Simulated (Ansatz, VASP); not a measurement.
CoO: VASP beside Ansatz

INCAR

```
PREC = Accurate
ENCUT = 520
EDIFF = 1E-6
ISMEAR = 0
SIGMA = 0.05
LREAL = False
LASPH = True
NELM = 150
ALGO = Normal
ISIF = 2
LWAVE = False
LCHARG = True
LMAXMIX = 4
LDAU = True
LDAUTYPE = 2
LDAUL = 2 -1
LDAUU = 3.3 0
LDAUJ = 0 0
LDAUPRINT = 1
GGA = PE
LELF = True
LVHAR = True
NBANDS = 14
```

Contents of KPOINTS:

```
Automatic mesh
0
Gamma
  10 10 10
```

POSCAR

```
CoO
1.0
    0.0000000000      2.1315016559      2.1315016559
    2.1315016559      0.0000000000      2.1315016559
    2.1315016559      2.1315016559      0.0000000000
Co O
1 1
Direct
    0.0000000000      0.0000000000      0.0000000000
    0.5000000000      0.5000000000      0.5000000000
```

Input for Ansatz:

```yaml
crystal:
  lattice:
    - [0.0, 2.1315016559, 2.1315016559]
    - [2.1315016559, 0.0, 2.1315016559]
    - [2.1315016559, 2.1315016559, 0.0]
  atoms:
    - { symbol: Co, position: [0.0, 0.0, 0.0] }
    - { symbol: O, position: [0.5, 0.5, 0.5] }
basis:
  ecutwfc: 420
  ecutrho_ratio: 4
kpoints:
  mp_grid: { grid: [10, 10, 10] }
hamiltonian:
  xc: pbe
  hubbard: { sites: [{ species: Co, l: d, u_eff: 3.3 }] }
scf:
  occupations: { method: gaussian, width: 0.05 }
output:
  forces: true
  stress: true
  eigenvalues: true
  populations: true
  hubbard: { sites: [{ species: Co, l: d }] }
```

Alike in both runs: task single point; functional PBE; k mesh 10 × 10 × 10; occupations gaussian, width 0.05 eV; no spin polarisation; Hubbard terms Co d U = 3.3 eV.

|  | VASP | Ansatz |
| --- | --- | --- |
| version | VASP 6.6.1 | Ansatz 0.2.0 |
| potentials or method | VASP PAW PBE potentials, release 64 (Co, O), cutoff 520 eV | scalar-relativistic, plane waves, PAW |
| valence electrons in the cell | 15 | 23 |

Ansatz gave:

```
gap on the k mesh at the Fermi level (eV) : none
pressure (GPa)                            : -18.5
```

Question: What did VASP give for the same quantities?

Answer: gap on the k mesh at the Fermi level (eV): none; pressure (GPa): -19.9.

The programs project onto different local orbitals, so the same U acts differently, and such runs can settle in different states. A gap of «none» marks a metal or a gap that the smearing closes. VASP's potentials hold 15 valence electrons a cell and Ansatz's 23, so a difference there can come from the potentials and not from the codes. Ansatz's warnings: filled band counts differ across k points.
